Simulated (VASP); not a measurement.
Set up this calculation in VASP 6.6.1, as the native input.

- Task: relaxation of cell and atoms
- Functional: PBE
- Potentials or basis: VASP PAW PBE potentials, release 64 (Rh_pv)
- Cutoff: 600 eV
- k mesh: 6 × 6 × 6
- Occupations: gaussian, width 0.1 eV
- Spin: no spin polarisation
- Dipole correction: no
- Further INCAR settings: ALGO = Normal; EDIFF = 1e-06; IBRION = 2; EDIFFG = -0.04; NSW = 90; ISIF = 3

The structure of Rh lies in POSCAR:

```
Rh
1.0
    1.5688167880      0.9057567948      3.7566318419
   -1.5688167880      0.9057567948      3.7566318419
    0.0000000000     -1.8115135897      3.7566318419
Rh
2
Direct
    0.0577000000      0.0577000000      0.0577000000
    0.9423000000      0.9423000000      0.9423000000
```

The input as run:

INCAR

```
  PREC = Accurate
  ENCUT = 600
  EDIFF = 1E-6
  ISMEAR = 0
  SIGMA = 0.1
  LREAL = False
  LASPH = True
  NELM = 60
  ALGO = Normal
  ISIF = 3
  LWAVE = False
  LCHARG = False
  GGA = PE
  IBRION = 2
  NSW = 90
  EDIFFG = -0.04
```

KPOINTS

```
regular mesh
0
Gamma
  6 6 6
```

Potentials or basis: VASP PAW PBE potentials, release 64 (Rh_pv).

Command:

```bash
$ cat potpaw_PBE.64/Rh_pv/POTCAR > POTCAR
$ mpirun -np 1 vasp_std > vasp.out
```

It gave:

* Relaxed volume: 14.08 Å³/atom
* Relaxed cell: a = 4.665 Å, b = 4.665 Å, c = 4.665 Å, α = 33.91°, β = 33.91°, γ = 33.91°
* Space group after relaxing (to 0.1 Å): Fm-3m (No. 225)
* Pressure after relaxing: -0.2 GPa
* Largest force after relaxing: 0.014 eV/Å
* Band gap on the k mesh: zero (bands 15 and 16 overlap by 2.03 eV)

Caveat: the k points lie up to 0.45 Å⁻¹ apart in the final cell, too coarse for converged energies and pressures of a metal.

Wall time 4.5 min on 1 thread of Intel(R) Xeon(R) 6975P-C (Granite Rapids) (shared host), peak memory 0.22 GiB.
